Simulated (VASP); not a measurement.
# Sb (R-3m) in VASP: further runs, part 2 of 2

VASP 6.6.1. The steps go on from the part before.

### 3 Single point, PBE

This run uses another cell than the first one, of 22.55 Å³/atom, 0.747 times its volume.

Input file INCAR:

```
PREC = Accurate
ENCUT = 520
EDIFF = 1E-6
ISMEAR = -1
SIGMA = 0.05
LREAL = F
LASPH = T
NELM = 100
ALGO = Normal
ISIF = 2
LWAVE = F
LCHARG = F
GGA = PE
NBANDS = 12
```

Input file KPOINTS:

```
regular mesh
0
Gamma
  8 8 8
```

Input file POSCAR:

```
Sb
1.0
    1.9524627982      1.1272549221      3.4151136645
   -1.9524627982      1.1272549221      3.4151136645
    0.0000000000     -2.2545098442      3.4151136645
Sb
2
Direct
    0.7499994131      0.7499994131      0.7499994131
    0.2500005869      0.2500005869      0.2500005869
```

Potentials or basis: VASP PAW PBE potentials, release 64 (Sb).

Started as:

```
> cat potpaw_PBE.64/Sb/POTCAR > POTCAR
> mpirun -np 1 vasp_std > vasp.out
```

Run time: 13 s. Hardware: 1 thread of Intel Xeon Platinum 8559C (Emerald Rapids), shared host; peak memory 0.17 GiB.

Results (log left out):

* Free energy: -7.0884 eV
* Pressure: 30.4 GPa
* Band gap on the k mesh: zero (band 5 reaches 11.90 eV, above the bottom of band 6 at 10.24 eV)

Stress tensor (GPa, compression positive):
```
30.40  0.00  0.00
 0.00 30.40  0.00
 0.00  0.00 30.51
```

Levels at points of the mesh, in eV from the Fermi level:
| k point | band 1 | band 2 | band 3 | band 4 | band 5 | band 6 | band 7 | band 8 | band 9 | band 10 |
| --- | --- | --- | --- | --- | --- | --- | --- | --- | --- | --- |
| (0.00, 0.00, 0.00) | -14.96 | -3.00 | -2.67 | -1.89 | -1.89 | 3.81 | 3.85 | 3.85 | 4.13 | 4.71 |
| (0.50, 0.00, 0.00) | -11.33 | -11.33 | -1.44 | -1.44 | -0.98 | -0.97 | 0.48 | 0.48 | 8.54 | 8.54 |
| (0.50, 0.50, 0.00) | -11.34 | -7.82 | -7.37 | -5.33 | -4.64 | 1.01 | 6.83 | 6.98 | 9.71 | 10.08 |
| (0.50, 0.50, 0.50) | -11.70 | -11.70 | -0.62 | -0.62 | -0.62 | -0.62 | 1.26 | 1.26 | 9.51 | 9.51 |

Caveat: spin-orbit coupling is left out, which moves the levels of the heavy elements.

### 4 Single point, PBE

This run uses another cell than the first one, of 26.62 Å³/atom, 0.881 times its volume.

Input file INCAR:

```
SYSTEM = Sb
PREC     = Accurate       ! precision mode
ENCUT    = 520            ! plane-wave cutoff, eV
EDIFF    = 1E-7           ! SCF threshold, eV
ISMEAR   = -1             ! smearing method
SIGMA    = 0.05           ! smearing width, eV
LREAL    = .False.        ! projectors in reciprocal space
LASPH    = .True.         ! aspherical terms in the spheres
NELM     = 100            ! most SCF steps
ALGO     = Normal         ! electronic algorithm
ISIF     = 2              ! what is computed and relaxed
LWAVE    = .False.        ! write WAVECAR
LCHARG   = .False.        ! write CHGCAR
GGA      = PE             ! functional
NBANDS   = 12             ! bands
```

Input file KPOINTS:

```
regular mesh
0
Gamma
  8 8 8
  0 0 0
```

Input file POSCAR:

```
Sb
1.0
    2.1024003473      1.2138214065      3.4777017549
   -2.1024003473      1.2138214065      3.4777017549
    0.0000000000     -2.4276428129      3.4777017549
Sb
2
Direct
    0.7579183660      0.7579183660      0.7579183660
    0.2420816340      0.2420816340      0.2420816340
```

Potentials or basis: VASP PAW PBE potentials, release 64 (Sb).

Started as:

```
> cat potpaw_PBE.64/Sb/POTCAR > POTCAR
> mpirun -np 1 vasp_std > vasp.out
```

OUTCAR:

```text
SYSTEM = Sb
   PREC = Accurate
   ENCUT = 520
   EDIFF = 1E-7
   ISMEAR = -1
   LREAL = .False.
   LASPH = .True.
   NELM = 100
   ISIF = 2
   GGA = PE

 ion  position               nearest neighbor table
   1  0.758  0.758  0.758-   2 2.89   2 2.89   2 2.89   2 3.09   2 3.09   2 3.09
   2  0.242  0.242  0.242-   1 2.89   1 2.89   1 2.89   1 3.09   1 3.09   1 3.09

  LATTYP: Found a trigonal (rhomboedric) cell.
 ALAT       =     4.2412096297
 COS(alpha) =     0.5085477165

  Lattice vectors:

[... 539 lines left out ...]
      7       9.3985      0.00001
      8      12.4422      0.00000
      9      13.7496      0.00000
     10      14.5896      0.00000
     11      16.8622      0.00000
     12      18.0275      0.00000

 [... further k-points ...]
[... 5 lines left out ...]
  --------------------------------------------------------------------------------------
  -------------------------------------------------------------------------------------
  Total        3.3688648      3.3688648      3.3562304     -0.0000000      0.0000000      0.0000000
  in kB      101.3632123    101.3632123    100.9830653     -0.0000000      0.0000000      0.0000000
  external PRESSURE =     101.2364967 kB  Pullay stress =       0.0000000 kB

 VOLUME and BASIS-vectors are now :
 -----------------------------------------------------------------------------
  energy-cutoff  :      520.00
  volume of cell :       53.25
      direct lattice vectors                 reciprocal lattice vectors
     2.102400347  1.213821406  3.477701755     0.237823401  0.137307404  0.095848741
    -2.102400347  1.213821406  3.477701755    -0.237823401  0.137307404  0.095848741
     0.000000000 -2.427642813  3.477701755     0.000000000 -0.274614809  0.095848741

 POSITION                                       TOTAL-FORCE (eV/Angst)
 -----------------------------------------------------------------------------------
      0.00000      0.00000      7.90744         0.000000     -0.000000     -0.031781
      0.00000      0.00000      2.52566         0.000000      0.000000      0.031781
 -----------------------------------------------------------------------------------
    total drift:                                0.000000     -0.000000     -0.000000

  FREE ENERGIE OF THE ION-ELECTRON SYSTEM (eV)
  ---------------------------------------------------
  free  energy   TOTEN  =        -8.0177826694 eV

  energy  without entropy=       -8.0131965237  energy(sigma->0) =       -8.01548960
```

OSZICAR:

```text
N       E                     dE             d eps       ncg     rms          rms(c)
DAV:   1     0.361994878973E+02    0.36199E+02   -0.36876E+03  1560   0.670E+02
DAV:   2    -0.608578928375E+01   -0.42285E+02   -0.40926E+02  2096   0.112E+02
DAV:   3    -0.800116500093E+01   -0.19154E+01   -0.18832E+01  1848   0.256E+01
DAV:   4    -0.801823237949E+01   -0.17067E-01   -0.17054E-01  1792   0.288E+00
DAV:   5    -0.801841383985E+01   -0.18146E-03   -0.18146E-03  1884   0.331E-01    0.346E+00
DAV:   6    -0.801740942196E+01    0.10044E-02   -0.18715E-03  1760   0.293E-01    0.211E+00
DAV:   7    -0.801767182445E+01   -0.26240E-03   -0.44170E-03  1740   0.447E-01    0.739E-02
DAV:   8    -0.801776756504E+01   -0.95741E-04   -0.11929E-04  1896   0.663E-02    0.207E-02
DAV:   9    -0.801778066029E+01   -0.13095E-04   -0.19275E-05  1808   0.267E-02    0.344E-03
DAV:  10    -0.801778238483E+01   -0.17245E-05   -0.17265E-06  1760   0.729E-03    0.832E-04
DAV:  11    -0.801778260756E+01   -0.22273E-06   -0.59166E-08  1352   0.158E-03    0.404E-04
DAV:  12    -0.801778266937E+01   -0.61810E-07   -0.20933E-08  1044   0.941E-04
   1 F= -.80177827E+01 E0= -.80154896E+01  d E =-.458615E-02
```

stdout:

```text
POSCAR found type information on POSCAR Sb
 POSCAR found :  1 types and       2 ions
 scaLAPACK will be used
 LDA part: xc-table for (Slater+PW92), standard interpolation
 POSCAR, INCAR and KPOINTS ok, starting setup
 FFT: planning ... GRIDC
 FFT: planning ... GRID_SOFT
 FFT: planning ... GRID
 WAVECAR not read
 entering main loop
```

Wall time 13 s (1 thread of Intel Xeon Platinum 8559C (Emerald Rapids), shared host); peak memory 0.18 GiB.

Results:

| Item | Value |
| --- | --- |
| Free energy | -8.0178 eV |
| Pressure | 10.1 GPa |
| Largest force | 0.032 eV/Å |
| Band gap on the k mesh | zero (band 5 reaches 8.82 eV, above the bottom of band 6 at 8.33 eV) |

Forces in eV/Å, atoms in the order of the input:
```
Sb   0.000  0.000 -0.032
Sb   0.000  0.000  0.032
```

Caveat: spin-orbit coupling is left out, which moves the levels of the heavy elements.

### 5 Single point, PBE

This run uses another cell than the first one, of 28.57 Å³/atom, 0.946 times its volume.

Input file INCAR:

```
SYSTEM = Sb
  ALGO = Normal
  EDIFF = 1E-6
  ENCUT = 520
  GGA = PE
  ISIF = 2
  ISMEAR = -1
  LASPH = .TRUE.
  LCHARG = .FALSE.
  LREAL = .FALSE.
  LWAVE = .FALSE.
  NBANDS = 12
  NELM = 80
  PREC = Accurate
  SIGMA = 0.05
```

Input file KPOINTS:

```
k-points
0
G
  8 8 8
  0 0 0
```

Input file POSCAR:

```
Sb
1.0
    2.1411926110      1.2362181303      3.5977155045
   -2.1411926110      1.2362181303      3.5977155045
    0.0000000000     -2.4724362607      3.5977155045
Sb
2
Direct
    0.7620125172      0.7620125172      0.7620125172
    0.2379874828      0.2379874828      0.2379874828
```

Started as:

```
> cat potpaw_PBE.64/Sb/POTCAR > POTCAR
> mpirun -np 1 vasp_std > vasp.out
```

Run time: 12 s. Hardware: 1 thread of Intel Xeon Platinum 8559C (Emerald Rapids), shared host; peak memory 0.18 GiB.

The run converged. Its results:

| Item | Value |
| --- | --- |
| Free energy | -8.1948 eV |
| Pressure | 5.1 GPa |
| Largest force | 0.036 eV/Å |
| Band gap on the k mesh | zero (band 5 reaches 8.01 eV, above the bottom of band 6 at 7.71 eV) |

Forces on the atoms (eV/Å):
```
Sb   0.000  0.000 -0.036
Sb   0.000  0.000  0.036
```

Levels at points of the mesh, in eV from the Fermi level:
```csv
k point,band 3,band 4,band 5,band 6,band 7,band 8
"(0.00, 0.00, 0.00)",-2.02,-1.93,-1.93,2.55,2.96,2.96
"(0.50, 0.00, 0.00)",-1.71,-1.52,-0.40,-0.11,0.08,0.25
"(0.50, 0.50, 0.00)",-5.89,-3.96,-3.94,1.54,5.31,5.60
"(0.50, 0.50, 0.50)",-1.29,-1.29,-0.37,-0.24,-0.24,0.85
```

Caveat: spin-orbit coupling is left out, which moves the levels of the heavy elements.

### 6 The runs side by side

| task | level | cell | cutoff (eV) | gap on the mesh (eV) | pressure (GPa) | largest force (eV/Å) |
| --- | --- | --- | --- | --- | --- | --- |
| relaxation of cell and atoms | PBE+D3(BJ) | relaxed from a = 4.507 Å, angles 57.1°, 2 atoms | 600 | none | 0.0 | 0.02 |
| single point | PBE | a = 4.092 Å, angles 57.0°, 2 atoms | 520 | none | 30.4 | - |
| single point | PBE | a = 4.241 Å, angles 59.4°, 2 atoms | 520 | none | 10.1 | 0.03 |
| single point | PBE | a = 4.365 Å, angles 58.7°, 2 atoms | 520 | none | 5.1 | 0.04 |

Alike in all rows: potentials or basis VASP PAW PBE potentials, release 64 (Sb); no spin polarisation; k mesh 8 × 8 × 8; smearing fermi-dirac 0.05 eV.

Caveats: spin-orbit coupling is left out, which moves the levels of the heavy elements; pairwise dispersion overbinds metals, which lowers pressure and volume (some runs).

Total energies depend on the potentials used, so only differences within one code and one set of settings carry meaning.
